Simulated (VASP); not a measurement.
# HfSi2 (Cmcm) in VASP: further runs

Runs on HfSi2. Level: PBE. Tasks: single point, relaxation of shape and atoms at fixed volume.

Everything below comes from runs of VASP 6.6.1. Logs are shortened: lines on timing, memory, paths and dates and some standing lists are left out, and cuts for length are marked.

## Step 1: The cell of the first run

It takes space group Cmcm (No. 63, orthorhombic). Conventional cell: a = 3.719 Å, b = 14.738 Å, c = 3.637 Å, α = 90.00°, β = 90.00°, γ = 90.00°. Hf (site symmetry m2m) has 10 Si at 2.71 to 3.00 Å and 6 Hf at 3.61 to 3.72 Å within 3.8 Å. Within 3.2 Å of Si (site symmetry m2m) lie 2 Si at 2.42 Å and 6 Hf at 2.71 to 3.00 Å. Si (site symmetry m2m) has 12 Si at 2.60 to 3.72 Å and 4 Hf at 2.80 to 2.81 Å within 3.8 Å.

## Step 2: Single point, PBE (biaxial strain in the a-b plane: +1.0 %, then relaxed in part)

File INCAR:

```
  PREC = Accurate
  ENCUT = 500
  EDIFF = 1E-6
  ISMEAR = 0
  SIGMA = 0.1
  LREAL = False
  LASPH = True
  NELM = 120
  ALGO = Normal
  ISIF = 2
  LWAVE = False
  LCHARG = False
  GGA = PE
  NBANDS = 48
  GGA_COMPAT = False
```

File KPOINTS:

```
Automatic mesh
0
Gamma
  10 4 10
```

File POSCAR:

```
HfSi2
1.0
    3.7193602804      0.0000000000      0.0000000000
    0.0000000000     14.7379201113      0.0000000000
    0.0000000000      0.0000000000      3.6368296327
Hf Si
4 8
Direct
    0.0000000000      0.1059578389      0.2500000000
    0.5000000000      0.3940421611      0.7500000000
    0.5000000000      0.6059578389      0.2500000000
    0.0000000000      0.8940421611      0.7500000000
    0.0000000000      0.4458942857      0.2500000000
    0.5000000000      0.0541057143      0.7500000000
    0.5000000000      0.2492826965      0.2500000000
    0.0000000000      0.2507173035      0.7500000000
    0.5000000000      0.9458942857      0.2500000000
    0.0000000000      0.5541057143      0.7500000000
    0.0000000000      0.7492826965      0.2500000000
    0.5000000000      0.7507173035      0.7500000000
```

Potentials or basis: VASP PAW PBE potentials, release 64 (Hf_pv, Si).

Started as:

```sh
$ cat potpaw_PBE.64/Hf_pv/POTCAR potpaw_PBE.64/Si/POTCAR > POTCAR
$ mpirun -np 1 vasp_std > vasp.out
```

OUTCAR:

```text
PREC = Accurate
   ENCUT = 500
   EDIFF = 1E-6
   ISMEAR = 0
   LREAL = False
   LASPH = True
   NELM = 120
   ISIF = 2
   GGA = PE

 ion  position               nearest neighbor table
   1  0.000  0.106  0.250-   6 2.71   6 2.71   6 2.71   6 2.71   8 2.80   8 2.80   7 2.81   7 2.81
                             9 3.00   9 3.00   4 3.61   4 3.61
   2  0.500  0.394  0.750-   5 2.71   5 2.71   5 2.71   5 2.71   7 2.80   7 2.80   8 2.81   8 2.81
                            10 3.00  10 3.00   3 3.61   3 3.61
   3  0.500  0.606  0.250-  10 2.71  10 2.71  10 2.71  10 2.71  12 2.80  12 2.80  11 2.81  11 2.81
                             5 3.00   5 3.00   2 3.61   2 3.61
   4  0.000  0.894  0.750-   9 2.71   9 2.71   9 2.71   9 2.71  11 2.80  11 2.80  12 2.81  12 2.81
                             6 3.00   6 3.00   1 3.61   1 3.61
   5  0.000  0.446  0.250-  10 2.42  10 2.42   2 2.71   2 2.71   2 2.71   2 2.71   3 3.00   3 3.00

   6  0.500  0.054  0.750-   9 2.42   9 2.42   1 2.71   1 2.71   1 2.71   1 2.71   4 3.00   4 3.00

   7  0.500  0.249  0.250-   8 2.60   8 2.60   8 2.60   8 2.60   2 2.80   2 2.80   1 2.81   1 2.81

   8  0.000  0.251  0.750-   7 2.60   7 2.60   7 2.60   7 2.60   1 2.80   1 2.80   2 2.81   2 2.81

   9  0.500  0.946  0.250-   6 2.42   6 2.42   4 2.71   4 2.71   4 2.71   4 2.71   1 3.00   1 3.00

  10  0.000  0.554  0.750-   5 2.42   5 2.42   3 2.71   3 2.71   3 2.71   3 2.71   2 3.00   2 3.00

  11  0.000  0.749  0.250-  12 2.60  12 2.60  12 2.60  12 2.60   4 2.80   4 2.80   3 2.81   3 2.81

  12  0.500  0.751  0.750-  11 2.60  11 2.60  11 2.60  11 2.60   3 2.80   3 2.80   4 2.81   4 2.81

  LATTYP: Found a simple orthorhombic cell.
 ALAT       =     3.6368296327
 B/A-ratio  =     1.0226930200
 C/A-ratio  =     4.0524087185

  Lattice vectors:

 A1 = (   0.0000000000,   0.0000000000,   3.6368296327)
 A2 = (   3.7193602804,   0.0000000000,   0.0000000000)
 A3 = (   0.0000000000,  14.7379201113,   0.0000000000)

Analysis of symmetry for initial positions (statically):
=====================================================================
 Subroutine PRICEL returns following result:

  LATTYP: Found a base centered orthorhombic cell.
 ALAT       =     3.7193602804
 B/A-ratio  =     3.9624879012
 C/A-ratio  =     0.9778105261

  Lattice vectors:

 A1 = (  -1.8596801402,   7.3689600556,   0.0000000000)
 A2 = (  -1.8596801402,  -7.3689600557,   0.0000000000)
 A3 = (   0.0000000000,   0.0000000000,   3.6368296327)

   2 primitive cells build up your supercell.

 Routine SETGRP: Setting up the symmetry group for a
 simple orthorhombic supercell.

 Subroutine GETGRP returns: Found  8 space group operations
 (whereof  4 operations were pure point group operations)
 out of a pool of  8 trial point group operations.

The static configuration has the point symmetry C_2h.
 The point group associated with its full space group is D_2h.

Analysis of symmetry for dynamics (positions and initial velocities):
=====================================================================
 Subroutine PRICEL returns following result:

  LATTYP: Found a base centered orthorhombic cell.
 ALAT       =     3.7193602804
 B/A-ratio  =     3.9624879012
 C/A-ratio  =     0.9778105261

  Lattice vectors:

 A1 = (  -1.8596801402,   7.3689600556,   0.0000000000)
 A2 = (  -1.8596801402,  -7.3689600557,   0.0000000000)
 A3 = (   0.0000000000,   0.0000000000,   3.6368296327)

   2 primitive cells build up your supercell.

 Routine SETGRP: Setting up the symmetry group for a
 simple orthorhombic supercell.

 Subroutine GETGRP returns: Found  8 space group operations
 (whereof  4 operations were pure point group operations)
 out of a pool of  8 trial point group operations.

The dynamic configuration has the point symmetry C_2h.
 The point group associated with its full space group is D_2h.

 Subroutine INISYM returns: Found  8 space group operations
 (whereof  4 operations are pure point group operations),
 and found     2 'primitive' translations

----------------------------------------------------------------------------------------

                                     Primitive cell

  volume of cell :      99.6776

  direct lattice vectors                    reciprocal lattice vectors
    -1.859680140  7.368960056  0.000000000    -0.268863440  0.067852179  0.000000000
    -1.859680140 -7.368960056  0.000000000    -0.268863440 -0.067852179  0.000000000
     0.000000000  0.000000000  3.636829633     0.000000000  0.000000000  0.274964764

  length of vectors
     7.599998850  7.599998850  3.636829633     0.277293108  0.277293108  0.274964764

  position of ions in fractional coordinates (direct lattice)
     0.105957839  0.894042161  0.250000000
     0.894042161  0.105957839  0.750000000
     0.445894286  0.554105714  0.250000000
     0.554105714  0.445894286  0.750000000
     0.749282697  0.250717303  0.250000000
     0.250717303  0.749282697  0.750000000

  ion indices of the primitive-cell ions
   primitive index   ion index
                 1           1
                 2           4
                 3           5
                 4          10
                 5          11
                 6           8

----------------------------------------------------------------------------------------

 KPOINTS: Automatic mesh

Automatic generation of k-mesh.
 Grid dimensions read from file:
 generate k-points for:   10    4   10

 Generating k-lattice:

  Cartesian coordinates                     Fractional coordinates (reciprocal lattice)
     0.026886344  0.000000000  0.000000000     0.100000000  0.000000000  0.000000000
     0.000000000  0.016963045  0.000000000     0.000000000  0.250000000  0.000000000
     0.000000000  0.000000000  0.027496476     0.000000000  0.000000000  0.100000000

  Length of vectors
     0.026886344  0.016963045  0.027496476

  Shift w.r.t. Gamma in fractional coordinates (k-lattice)
     0.000000000  0.000000000  0.000000000

 Subroutine IBZKPT returns following result:
 ===========================================

 Found    108 irreducible k-points:

 Following reciprocal coordinates:
            Coordinates               Weight
  0.000000  0.000000  0.000000      1.000000
  0.100000  0.000000  0.000000      2.000000
  0.200000  0.000000  0.000000      2.000000
  0.300000  0.000000  0.000000      2.000000
  0.400000  0.000000  0.000000      2.000000
  0.500000  0.000000  0.000000      1.000000
[... 16 lines left out ...]
  0.400000  0.000000  0.100000      4.000000
  0.500000  0.000000  0.100000      2.000000
 [... further k-points ...]
   k-points           NKPTS =    108   k-points in BZ     NKDIM =    108   number of bands    NBANDS=     48
   number of dos      NEDOS =    301   number of ions     NIONS =     12
   total plane-waves  NPLWV =  84672
   dimension x,y,z NGX =    28 NGY =  108 NGZ =   28
   dimension x,y,z NGXF=    56 NGYF=  216 NGZF=   56
   ions per type =               4   8
   NGX,Y,Z   is equivalent  to a cutoff of  12.52, 12.18, 12.80 a.u.
   NGXF,Y,Z  is equivalent  to a cutoff of  25.03, 24.37, 25.60 a.u.
 SYSTEM =  unknown system
   PREC   = accura    normal or accurate (medium, high low for compatibility)
   ISTART =      0    job   : 0-new  1-cont  2-samecut
   ICHARG =      2    charge: 1-file 2-atom 10-const
   ISPIN  =      1    spin polarized calculation?
   LNONCOLLINEAR =      F non collinear calculations
   LSORBIT =      F    spin-orbit coupling
   LASPH  =      T    aspherical Exc in radial PAW
   ENCUT  =  500.0 eV  36.75 Ry    6.06 a.u.   6.78 26.87  6.63*2*pi/ulx,y,z
   NELM   =    120;   NELMIN=  2; NELMDL= -5     # of ELM steps
   EDIFF  = 0.1E-05   stopping-criterion for ELM
   LREAL  =      F    real-space projection
[... 7 lines left out ...]
   TEBEG  =    0.0;   TEEND  =   0.0 temperature during run
   PSTRESS=    0.0 pullay stress
   NELECT =      72.0000    total number of electrons
   NUPDOWN=      -1.0000    fix difference up-down
   EMIN   =  10.00;   EMAX   =-10.00  energy-range for DOS
   EFERMI =   0.00;   METHOD = LEGACY
   ISMEAR =     0;   SIGMA  =   0.10  broadening in eV -4-tet -1-fermi 0-gaus
   EFERMI_NEDOS =   21; number of points for ismear=-14 and -15
   IALGO  =     38    algorithm
   IMIX   =      4    mixing-type and parameters
     AMIX     =   0.40;   BMIX     =  1.00
     AMIX_MAG =   1.60;   BMIX_MAG =  1.00
  volume/ion in A,a.u.               =      16.61       112.11
  Fermi-wavevector in a.u.,A,eV,Ry     =   1.165851  2.203140 18.493167  1.359209
  Thomas-Fermi vector in A             =   2.302372
   LORBIT       =      0    0 simple, 1 ext, 2 COOP (PROOUT), +10 PAW based schemes
   GGA     = PE    functional components
   LHFCALC =     F    Hartree Fock is set to
   AEXX    =    0.0000 exact exchange contribution
   IVDW    =     0    specifies the selected vdW correction
   LEPSILON=     F    determine dielectric tensor
   LRPA    =     F    only Hartree local field effects (RPA)
 non-spin polarized calculation
 Gauss-broadening in eV      SIGMA  =   0.10
  energy-cutoff  :      500.00
  volume of cell :      199.36
 maximum number of plane-waves:      5099
 NGX is ok and might be reduce to    28
   NGX = 13   NGY = 53   NGZ = 13

 number of electron      72.0000000 magnetization

 Free energy of the ion-electron system (eV)
  ---------------------------------------------------
  ext. energy  EPLUGINS =         0.00000000
  ---------------------------------------------------
  free energy    TOTEN  =       -89.84489833 eV

  energy without entropy =      -89.83112972  energy(sigma->0) =      -89.83801402

 E-fermi :   8.1769     XC(G=0): -11.2994

 val. band max:        8.1538626577   @ k =   0.0000   0.0000   0.5000
 cond. band min:       8.1774174429   @ k =   0.2000   0.0000   0.1000
 fundamental gap:      0.0235547851
 Fermi energy:         8.1769399315

 k-point     1 :       0.0000    0.0000    0.0000
  band No.  band energies     occupation
      1     -22.7166      2.00000
      2     -22.7082      2.00000
      3     -22.6448      2.00000
      4     -22.6440      2.00000
      5     -22.6304      2.00000
      6     -22.6296      2.00000
[... 40 lines left out ...]
     47      10.3490      0.00000
     48      10.3775      0.00000
[... 1171 lines left out ...]
     47      10.9010      0.00000
     48      10.9010      0.00000

 [... further k-points ...]
[... 5 lines left out ...]
  --------------------------------------------------------------------------------------
  -------------------------------------------------------------------------------------
  Total       -3.1741829     -2.4697703     -0.1434799      0.0000000     -0.0000000      0.0000000
  in kB      -25.5102743    -19.8490511     -1.1531190      0.0000000     -0.0000000      0.0000000
  external PRESSURE =     -15.5041481 kB  Pullay stress =       0.0000000 kB

 VOLUME and BASIS-vectors are now :
 -----------------------------------------------------------------------------
  energy-cutoff  :      500.00
  volume of cell :      199.36
      direct lattice vectors                 reciprocal lattice vectors
     3.719360280  0.000000000  0.000000000     0.268863440  0.000000000  0.000000000
     0.000000000 14.737920111  0.000000000     0.000000000  0.067852179  0.000000000
     0.000000000  0.000000000  3.636829633     0.000000000  0.000000000  0.274964764

 POSITION                                       TOTAL-FORCE (eV/Angst)
 -----------------------------------------------------------------------------------
      0.00000      1.56160      0.90921         0.000000     -0.002189      0.000000
      1.85968      5.80736      2.72762        -0.000000      0.002189      0.000000
      1.85968      8.93056      0.90921         0.000000     -0.002189     -0.000000
      0.00000     13.17632      2.72762         0.000000      0.002189      0.000000
      0.00000      6.57155      0.90921        -0.000000      0.018914     -0.000000
      1.85968      0.79741      2.72762        -0.000000     -0.018914      0.000000
      1.85968      3.67391      0.90921         0.000000      0.000077      0.000000
      0.00000      3.69505      2.72762         0.000000     -0.000077      0.000000
      1.85968     13.94051      0.90921        -0.000000      0.018914     -0.000000
      0.00000      8.16637      2.72762         0.000000     -0.018914     -0.000000
      0.00000     11.04287      0.90921         0.000000      0.000077      0.000000
      1.85968     11.06401      2.72762         0.000000     -0.000077      0.000000
 -----------------------------------------------------------------------------------
    total drift:                                0.000000      0.000000      0.000000

  FREE ENERGIE OF THE ION-ELECTRON SYSTEM (eV)
  ---------------------------------------------------
  free  energy   TOTEN  =       -89.8448983303 eV

  energy  without entropy=      -89.8311297196  energy(sigma->0) =      -89.83801402
```

Wall time 18 min (1 thread of AMD EPYC 7R43 (Zen 3), shared host); peak memory 0.74 GiB.

What came out:

```yaml
Free_energy: -89.8449 eV
Pressure: -1.6 GPa
Largest_force: 0.019 eV/Å
Band_gap_on_the_k_mesh: zero (bands 36 and 37 overlap by 0.85 eV)
```

Forces on the atoms (eV/Å):
```
Hf   0.000 -0.002  0.000
Hf   0.000  0.002  0.000
Hf   0.000 -0.002  0.000
Hf   0.000  0.002  0.000
Si   0.000  0.019  0.000
Si   0.000 -0.019  0.000
Si   0.000  0.000  0.000
Si   0.000  0.000  0.000
Si   0.000  0.019  0.000
Si   0.000 -0.019  0.000
Si   0.000  0.000  0.000
Si   0.000  0.000  0.000
```

Caveat: the cell differs from its parent crystal (biaxial strain in the a-b plane: +1.0 %, then relaxed in part); spin-orbit coupling is left out, which moves the levels of the heavy elements.

## Step 3: Single point, PBE (biaxial strain in the a-b plane: +3.0 %)

File INCAR:

```
SYSTEM = HfSi2
PREC = Accurate
ENCUT = 500
EDIFF = 1E-6
ISMEAR = 0
SIGMA = 0.1
LREAL = .FALSE.
LASPH = .TRUE.
NELM = 120
ALGO = Normal
ISIF = 2
LWAVE = .FALSE.
LCHARG = .FALSE.
GGA = PE
NBANDS = 48
GGA_COMPAT = .FALSE.
```

File KPOINTS:

```
regular mesh
0
G
  10 4 10
  0 0 0
```

File POSCAR:

```
HfSi2
1.0
    3.7930109790      0.0000000000      0.0000000000
    0.0000000000     15.0297601135      0.0000000000
    0.0000000000      0.0000000000      3.5939157281
Hf Si
4 8
Direct
    0.0000000000      0.1064574208      0.2500000000
    0.5000000000      0.3935425792      0.7500000000
    0.5000000000      0.6064574208      0.2500000000
    0.0000000000      0.8935425792      0.7500000000
    0.0000000000      0.4459699615      0.2500000000
    0.5000000000      0.0540300385      0.7500000000
    0.5000000000      0.2489004814      0.2500000000
    0.0000000000      0.2510995186      0.7500000000
    0.5000000000      0.9459699615      0.2500000000
    0.0000000000      0.5540300385      0.7500000000
    0.0000000000      0.7489004814      0.2500000000
    0.5000000000      0.7510995186      0.7500000000
```

Potentials or basis: VASP PAW PBE potentials, release 64 (Hf_pv, Si).

Started as:

```sh
$ cat potpaw_PBE.64/Hf_pv/POTCAR potpaw_PBE.64/Si/POTCAR > POTCAR
$ mpirun -np 1 vasp_std > vasp.out
```

OUTCAR:

```text
SYSTEM = HfSi2
   PREC = Accurate
   ENCUT = 500
   EDIFF = 1E-6
   ISMEAR = 0
   LREAL = .FALSE.
   LASPH = .TRUE.
   NELM = 120
   ISIF = 2
   GGA = PE

 ion  position               nearest neighbor table
   1  0.000  0.106  0.250-   6 2.73   6 2.73   6 2.73   6 2.73   8 2.82   8 2.82   7 2.86   7 2.86
                             9 3.07   9 3.07   4 3.67   4 3.67
   2  0.500  0.394  0.750-   5 2.73   5 2.73   5 2.73   5 2.73   7 2.82   7 2.82   8 2.86   8 2.86
                            10 3.07  10 3.07   3 3.67   3 3.67
[... 1484 lines left out ...]
 -----------------------------------------------------------------------------
  energy-cutoff  :      500.00
  volume of cell :      204.88
      direct lattice vectors                 reciprocal lattice vectors
     3.793010979  0.000000000  0.000000000     0.263642791  0.000000000  0.000000000
     0.000000000 15.029760114  0.000000000     0.000000000  0.066534661  0.000000000
     0.000000000  0.000000000  3.593915728     0.000000000  0.000000000  0.278248038

 POSITION                                       TOTAL-FORCE (eV/Angst)
 -----------------------------------------------------------------------------------
      0.00000      1.60003      0.89848         0.000000      0.086938      0.000000
      1.89651      5.91485      2.69544        -0.000000     -0.086938     -0.000000
      1.89651      9.11491      0.89848         0.000000      0.086938      0.000000
      0.00000     13.42973      2.69544        -0.000000     -0.086938     -0.000000
      0.00000      6.70282      0.89848         0.000000      0.030224     -0.000000
      1.89651      0.81206      2.69544         0.000000     -0.030224      0.000000
      1.89651      3.74091      0.89848         0.000000     -0.027928      0.000000
      0.00000      3.77397      2.69544         0.000000      0.027928      0.000000
      1.89651     14.21770      0.89848         0.000000      0.030224     -0.000000
      0.00000      8.32694      2.69544         0.000000     -0.030224      0.000000
      0.00000     11.25579      0.89848         0.000000     -0.027928     -0.000000
      1.89651     11.28885      2.69544         0.000000      0.027928     -0.000000
 -----------------------------------------------------------------------------------
    total drift:                               -0.000000      0.000000     -0.000000

  FREE ENERGIE OF THE ION-ELECTRON SYSTEM (eV)
  ---------------------------------------------------
  free  energy   TOTEN  =       -89.6330922413 eV

  energy  without entropy=      -89.6190661732  energy(sigma->0) =      -89.62607921
```

OSZICAR:

```text
N       E                     dE             d eps       ncg     rms          rms(c)
DAV:   1     0.262709529162E+03    0.26271E+03   -0.34089E+04 10448   0.132E+03
DAV:   2    -0.735982342895E+02   -0.33631E+03   -0.32404E+03 12344   0.297E+02
DAV:   3    -0.924110801015E+02   -0.18813E+02   -0.18410E+02 13216   0.487E+01
DAV:   4    -0.927929291239E+02   -0.38185E+00   -0.37920E+00 13024   0.769E+00
DAV:   5    -0.927990501957E+02   -0.61211E-02   -0.61156E-02 12696   0.945E-01    0.844E+01
DAV:   6    -0.898679987862E+02    0.29311E+01   -0.88882E+00 12248   0.877E+00    0.530E+01
DAV:   7    -0.897499123039E+02    0.11809E+00   -0.29739E+00 12840   0.622E+00    0.532E+00
DAV:   8    -0.896320884790E+02    0.11782E+00   -0.70784E-01 11840   0.288E+00    0.192E+00
DAV:   9    -0.896358614131E+02   -0.37729E-02   -0.83675E-02 13032   0.950E-01    0.934E-01
DAV:  10    -0.896330307841E+02    0.28306E-02   -0.14759E-02 12496   0.381E-01    0.566E-01
DAV:  11    -0.896331075424E+02   -0.76758E-04   -0.12057E-03 12728   0.121E-01    0.716E-02
DAV:  12    -0.896330929539E+02    0.14589E-04   -0.50975E-05 13032   0.240E-02    0.599E-02
DAV:  13    -0.896330922413E+02    0.71260E-06   -0.45395E-06 11544   0.848E-03
   1 F= -.89633092E+02 E0= -.89626079E+02  d E =-.140261E-01
```

stdout:

```text
POSCAR found type information on POSCAR HfSi
 POSCAR found :  2 types and      12 ions
 scaLAPACK will be used
 LDA part: xc-table for (Slater+PW92), standard interpolation
 POSCAR, INCAR and KPOINTS ok, starting setup
 FFT: planning ... GRIDC
 FFT: planning ... GRID_SOFT
 FFT: planning ... GRID
 WAVECAR not read
 entering main loop
```

It took 12 min on 1 thread of Intel Xeon Platinum 8488C (Sapphire Rapids), shared host; peak memory 0.8 GiB.

Results:

* Free energy: -89.6331 eV
* Pressure: -4.3 GPa
* Largest force: 0.087 eV/Å
* Band gap on the k mesh: zero (bands 36 and 37 overlap by 0.89 eV)

Forces in eV/Å, atoms in the order of the input:
```
Hf   0.000  0.087  0.000
Hf   0.000 -0.087  0.000
Hf   0.000  0.087  0.000
Hf   0.000 -0.087  0.000
Si   0.000  0.030  0.000
Si   0.000 -0.030  0.000
Si   0.000 -0.028  0.000
Si   0.000  0.028  0.000
Si   0.000  0.030  0.000
Si   0.000 -0.030  0.000
Si   0.000 -0.028  0.000
Si   0.000  0.028  0.000
```

Caveat: the cell differs from its parent crystal (biaxial strain in the a-b plane: +3.0 %); the stress differs along the axes, from -7 to -0 GPa; spin-orbit coupling is left out, which moves the levels of the heavy elements.

(Continued in part 2 of 2.)

The gap in the log of VASP goes by the Fermi energy; the results here count the filled bands.